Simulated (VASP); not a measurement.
# KF: single point with PBE

KF:

```
K F
1.0
     2.17250    1.25429    3.57444
    -2.17250    1.25429    3.57444
     0.00000   -2.50859    3.57444
K F
1 1
Direct
  0.24876 0.24876 0.24876
  0.00000 0.00000 0.00000
```

* Program: VASP 6.6.1
* Task: single point
* Functional: PBE
* Potentials or basis: VASP PAW PBE potentials, release 64 (K_sv, F)
* Cutoff: 520 eV
* k mesh: 6 × 6 × 6
* Occupations: gaussian, width 0.1 eV
* Spin: no spin polarisation
* Dipole correction: no
* Further INCAR settings: ALGO = Normal; EDIFF = 1e-06; NBANDS = 15

```yaml
Pressure: -1.7 GPa
Largest_force: 0.007 eV/Å
Band_gap_on_the_k_mesh: 4.77 eV (least direct gap 4.89 eV)
```

Forces in eV/Å, atoms in the order of the input:
```
K    0.000  0.000  0.007
F    0.000  0.000 -0.007
```

Stress tensor (GPa, compression positive):
```
-1.66  0.00  0.00
 0.00 -1.66  0.00
 0.00  0.00 -1.76
```

Levels at points of the mesh, in eV from the valence-band top:
```
           k point  band 5  band 6  band 7  band 8  band 9  band 10  band 11  band 12
(0.00, 0.00, 0.00)  -10.08   -0.12   -0.12   -0.12    4.77    11.17    11.17    11.17
(0.50, 0.00, 0.00)  -10.10   -0.22   -0.07   -0.06    7.50     8.47    10.31    10.39
(0.50, 0.50, 0.00)  -10.10   -0.33    0.00    0.00    7.84     8.00    11.25    12.18
(0.50, 0.50, 0.50)  -10.10   -0.23   -0.06   -0.06    7.47     8.45    10.36    10.36
```

It took 15 s on 1 thread of AMD EPYC 9R45 96-Core Processor (Zen 5), with other jobs on the host, peak memory 0.15 GiB.

A k mesh can miss the band edges.
